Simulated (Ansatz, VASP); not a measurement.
# Ir: VASP beside Ansatz

The input INCAR:

```
SYSTEM = Ir
ALGO     = Normal         ! electronic algorithm
EDIFF    = 1E-7           ! SCF threshold, eV
EDIFFG   = -0.001         ! ionic threshold
ENCUT    = 600            ! plane-wave cutoff, eV
IBRION   = 2              ! ionic algorithm
ISIF     = 3              ! what is computed and relaxed
ISMEAR   = -1             ! smearing method
LASPH    = .TRUE.         ! aspherical terms in the spheres
LCHARG   = .FALSE.        ! write CHGCAR
LREAL    = .FALSE.        ! projectors in reciprocal space
LWAVE    = .FALSE.        ! write WAVECAR
NELM     = 60             ! most SCF steps
NSW      = 80             ! ionic steps
PREC     = Accurate       ! precision mode
SIGMA    = 0.15           ! smearing width, eV
```

Contents of KPOINTS:

```
k-points
0
G
  26 26 26
  0 0 0
```

The input POSCAR:

```
Ir
1.0
    0.0000000000      1.9054702090      1.9054702090
    1.9054702090      0.0000000000      1.9054702090
    1.9054702090      1.9054702090      0.0000000000
Ir
1
Direct
    0.0000000000      0.0000000000      0.0000000000
```

Input for Ansatz:

```yaml
crystal:
  lattice:
    - [0.0, 1.905470209, 1.905470209]
    - [1.905470209, 0.0, 1.905470209]
    - [1.905470209, 1.905470209, 0.0]
  atoms:
    - { symbol: Ir, position: [0.0, 0.0, 0.0] }
basis:
  ecutwfc: 420
kpoints:
  mp_grid: { grid: [26, 26, 26] }
hamiltonian:
  xc: lda
  pseudopotentials: { kind: paw, azcp: { folder: soft_1 } }
scf:
  occupations: { method: fermi_dirac, width: 0.15 }
output:
  forces: true
  stress: true
  eigenvalues: true
relax:
  adjacent_minimum: "off"
  f_tol: 0.001
  max_steps: 60
  cell: { stress_tol: 0.01 }
```

Alike in both runs: task relaxation of cell and atoms; functional LDA; k mesh 26 × 26 × 26; occupations fermi-dirac, width 0.15 eV; no spin polarisation.

```csv
,VASP,Ansatz
version,VASP 6.6.1,Ansatz 0.2.0
potentials or method,"VASP PAW LDA potentials, release 64 (Ir), cutoff 600 eV","scalar-relativistic, plane waves, PAW"
valence electrons in the cell,9,17
```

Ansatz gave:

| Item | Value |
| --- | --- |
| gap on the k mesh at the Fermi level, each at its own relaxed structure (eV) | none |
| relaxed volume (Å³/atom) | 13.86 |
| relaxed length of the cell vector where the two differ most in proportion (Å) | 2.696 |

Q: Estimate VASP's values.

A: gap on the k mesh at the Fermi level, each at its own relaxed structure (eV): none; relaxed volume (Å³/atom): 13.95; relaxed length of the cell vector where the two differ most in proportion (Å): 2.702.

Ansatz warns that its potentials were made for another functional, while VASP's fit it. LDA's correlation is that of Perdew and Zunger in VASP and of Perdew and Wang (1992) in Ansatz. A gap of «none» marks a metal or a gap that the smearing closes. VASP's potentials hold 9 valence electrons a cell and Ansatz's 17, so a difference there can come from the potentials and not from the codes.

Spin-orbit coupling is off throughout.
